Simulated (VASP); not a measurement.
# BaTiO3 (Pm-3m) in VASP: a series of runs

BaTiO3 is run at these levels: PBE; tasks: single point.

All numbers are computed with VASP 6.6.1; they aren't measurements. Logs are shortened: lines on timing, memory, paths and dates and some standing lists are left out, and cuts for length are marked.

### Step 1. The cell of the first run

Symmetry: Pm-3m, No. 221, cubic system. Conventional cell: a = 4.059 Å, b = 4.059 Å, c = 4.059 Å, α = 90.00°, β = 90.00°, γ = 90.00°. Ba (site symmetry m-3m) has 12 O at 2.87 Å and 8 Ti at 3.51 Å within 3.8 Å. Ti (site symmetry m-3m) has 6 O at 2.03 Å within 2.7 Å. O (site symmetry 4/mmm) has 2 Ti at 2.03 Å within 2.7 Å.

### Step 2. Single point, PBE

INCAR reads:

```
  PREC = Accurate
  ENCUT = 520
  EDIFF = 1E-6
  ISMEAR = 0
  SIGMA = 0.01
  LREAL = F
  LASPH = T
  NELM = 80
  ALGO = Normal
  ISIF = 2
  LWAVE = F
  LCHARG = T
  GGA = PE
  LELF = T
  LVHAR = T
  NBANDS = 28
```

KPOINTS reads:

```
Automatic mesh
0
Gamma
  6 6 6
```

POSCAR reads:

```
BaTiO3
1.0
    4.0587165717      0.0000000000      0.0000000000
    0.0000000000      4.0587165717      0.0000000000
    0.0000000000      0.0000000000      4.0587165717
Ba Ti O
1 1 3
Direct
    0.5000000000      0.5000000000      0.5000000000
    0.0000000000      0.0000000000      0.0000000000
    0.5000000000      0.0000000000      0.0000000000
    0.0000000000      0.5000000000      0.0000000000
    0.0000000000      0.0000000000      0.5000000000
```

Potentials or basis: VASP PAW PBE potentials, release 64 (Ba_sv, Ti_sv, O).

Started as:

```sh
$ cat potpaw_PBE.64/Ba_sv/POTCAR potpaw_PBE.64/Ti_sv/POTCAR potpaw_PBE.64/O/POTCAR > POTCAR
$ mpirun -np 1 vasp_std > vasp.out
```

OUTCAR:

```text
PREC = Accurate
   ENCUT = 520
   EDIFF = 1E-6
   ISMEAR = 0
   LREAL = F
   LASPH = T
   NELM = 80
   ISIF = 2
   GGA = PE

 ion  position               nearest neighbor table
   1  0.500  0.500  0.500-   3 2.87   4 2.87   5 2.87   3 2.87   4 2.87   3 2.87   5 2.87   3 2.87
                             4 2.87   5 2.87   4 2.87   5 2.87   2 3.51   2 3.51   2 3.51   2 3.51
   2  0.000  0.000  0.000-   3 2.03   4 2.03   5 2.03   5 2.03   4 2.03   3 2.03   1 3.51   1 3.51
                             1 3.51   1 3.51   1 3.51   1 3.51   1 3.51   1 3.51
   3  0.500  0.000  0.000-   2 2.03   2 2.03   1 2.87   1 2.87   1 2.87   1 2.87
   4  0.000  0.500  0.000-   2 2.03   2 2.03   1 2.87   1 2.87   1 2.87   1 2.87
   5  0.000  0.000  0.500-   2 2.03   2 2.03   1 2.87   1 2.87   1 2.87   1 2.87

  LATTYP: Found a simple cubic cell.
 ALAT       =     4.0587165717

  Lattice vectors:

 A1 = (   4.0587165717,   0.0000000000,   0.0000000000)
 A2 = (   0.0000000000,   4.0587165717,   0.0000000000)
 A3 = (   0.0000000000,   0.0000000000,   4.0587165717)

Analysis of symmetry for initial positions (statically):
=====================================================================
 Subroutine PRICEL returns:
 Original cell was already a primitive cell.

 Routine SETGRP: Setting up the symmetry group for a
 simple cubic supercell.

 Subroutine GETGRP returns: Found 48 space group operations
 (whereof 48 operations were pure point group operations)
 out of a pool of 48 trial point group operations.

The static configuration has the point symmetry O_h .

Analysis of symmetry for dynamics (positions and initial velocities):
=====================================================================
 Subroutine PRICEL returns:
 Original cell was already a primitive cell.

 Routine SETGRP: Setting up the symmetry group for a
 simple cubic supercell.

 Subroutine GETGRP returns: Found 48 space group operations
 (whereof 48 operations were pure point group operations)
 out of a pool of 48 trial point group operations.

The dynamic configuration has the point symmetry O_h .

 Subroutine INISYM returns: Found 48 space group operations
 (whereof 48 operations are pure point group operations),
 and found     1 'primitive' translations

----------------------------------------------------------------------------------------

                                     Primitive cell

  volume of cell :      66.8600

[... 89 lines left out ...]
   EDIFF  = 0.1E-05   stopping-criterion for ELM
   LREAL  =      F    real-space projection
   EDIFFG = 0.1E-04   stopping-criterion for IOM
   NSW    =      0    number of steps for IOM
   IBRION =     -1    ionic relax: 0-MD 1-quasi-New 2-CG
   NFREE  =      0    steps in history (QN), initial steepest desc. (CG)
   ISIF   =      2    stress and relaxation
   ISYM   =      2    0-nonsym 1-usesym 2-fastsym
   POTIM  = 0.5000    time-step for ionic-motion
   TEBEG  =    0.0;   TEEND  =   0.0 temperature during run
   PSTRESS=    0.0 pullay stress
   NELECT =      40.0000    total number of electrons
   NUPDOWN=      -1.0000    fix difference up-down
   EMIN   =  10.00;   EMAX   =-10.00  energy-range for DOS
   EFERMI =   0.00;   METHOD = LEGACY
   ISMEAR =     0;   SIGMA  =   0.01  broadening in eV -4-tet -1-fermi 0-gaus
   EFERMI_NEDOS =   21; number of points for ismear=-14 and -15
   IALGO  =     38    algorithm
   IMIX   =      4    mixing-type and parameters
     AMIX     =   0.40;   BMIX     =  1.00
     AMIX_MAG =   1.60;   BMIX_MAG =  1.00
  volume/ion in A,a.u.               =      13.37        90.24
  Fermi-wavevector in a.u.,A,eV,Ry     =   1.379450  2.606783 25.890302  1.902884
  Thomas-Fermi vector in A             =   2.504419
   LORBIT       =      0    0 simple, 1 ext, 2 COOP (PROOUT), +10 PAW based schemes
   GGA     = PE    functional components
   LHFCALC =     F    Hartree Fock is set to
   AEXX    =    0.0000 exact exchange contribution
   IVDW    =     0    specifies the selected vdW correction
   LEPSILON=     F    determine dielectric tensor
   LRPA    =     F    only Hartree local field effects (RPA)
 non-spin polarized calculation
 Gauss-broadening in eV      SIGMA  =   0.01
  energy-cutoff  :      520.00
  volume of cell :       66.86
 maximum number of plane-waves:      1856
   NGX = 15   NGY = 15   NGZ = 15

 number of electron      39.9999982 magnetization

 Free energy of the ion-electron system (eV)
  ---------------------------------------------------
  ext. energy  EPLUGINS =         0.00000000
  ---------------------------------------------------
  free energy    TOTEN  =       -39.97498522 eV

  energy without entropy =      -39.97498522  energy(sigma->0) =      -39.97498522

 E-fermi :   3.6161     XC(G=0): -11.0409

 val. band max:        3.5168963842   @ k =   0.5000   0.5000   0.5000
 cond. band min:       5.1763142842   @ k =   0.0000   0.0000   0.0000
 fundamental gap:      1.6594179000
 Fermi energy:         3.6161240034

 k-point     1 :       0.0000    0.0000    0.0000
  band No.  band energies     occupation
      1     -53.2959      2.00000
      2     -29.4855      2.00000
      3     -29.4855      2.00000
      4     -29.4855      2.00000
      5     -21.4001      2.00000
      6     -13.2776      2.00000
[... 609 lines left out ...]
     27      10.7424      0.00000
     28      10.7424      0.00000

------------------------ aborting loop because EDIFF is reached ----------------------------------------

  FORCE on cell =-STRESS in cart. coord.  units (eV):
  Direction    XX          YY          ZZ          XY          YZ          ZX
  --------------------------------------------------------------------------------------
  -------------------------------------------------------------------------------------
  Total       -1.2183927     -1.2183927     -1.2183927      0.0000000      0.0000000      0.0000000
  in kB      -29.1965599    -29.1965599    -29.1965599      0.0000000      0.0000000      0.0000000
  external PRESSURE =     -29.1965599 kB  Pullay stress =       0.0000000 kB

 VOLUME and BASIS-vectors are now :
 -----------------------------------------------------------------------------
  energy-cutoff  :      520.00
  volume of cell :       66.86
      direct lattice vectors                 reciprocal lattice vectors
     4.058716572  0.000000000  0.000000000     0.246383304  0.000000000  0.000000000
     0.000000000  4.058716572  0.000000000     0.000000000  0.246383304  0.000000000
     0.000000000  0.000000000  4.058716572     0.000000000  0.000000000  0.246383304

 POSITION                                       TOTAL-FORCE (eV/Angst)
 -----------------------------------------------------------------------------------
      2.02936      2.02936      2.02936         0.000000      0.000000      0.000000
      0.00000      0.00000      0.00000         0.000000      0.000000      0.000000
      2.02936      0.00000      0.00000         0.000000      0.000000      0.000000
      0.00000      2.02936      0.00000         0.000000      0.000000      0.000000
      0.00000      0.00000      2.02936         0.000000      0.000000      0.000000
 -----------------------------------------------------------------------------------
    total drift:                                0.000000     -0.000000      0.000000

  FREE ENERGIE OF THE ION-ELECTRON SYSTEM (eV)
  ---------------------------------------------------
  free  energy   TOTEN  =       -39.9749852243 eV

  energy  without entropy=      -39.9749852243  energy(sigma->0) =      -39.97498522
```

stdout:

```text
POSCAR found type information on POSCAR BaTiO
 POSCAR found :  3 types and       5 ions
 scaLAPACK will be used
 LDA part: xc-table for (Slater+PW92), standard interpolation
 POSCAR, INCAR and KPOINTS ok, starting setup
 FFT: planning ... GRIDC
 FFT: planning ... GRID_SOFT
 FFT: planning ... GRID
 WAVECAR not read
 entering main loop
```

Wall time 34 s (1 thread of Intel Xeon Platinum 8259CL at 2.50GHz (Skylake/Cascade Lake), shared host); peak memory 0.19 GiB.

Results:

```yaml
Free_energy: -39.9750 eV
Pressure: -2.9 GPa
Band_gap_on_the_k_mesh: 1.66 eV, indirect (least direct gap 1.84 eV)
```

Caveat: spin-orbit coupling is left out, which moves the levels of the heavy elements. A k mesh can miss the band edges.

(Continued in part 2 of 2.)
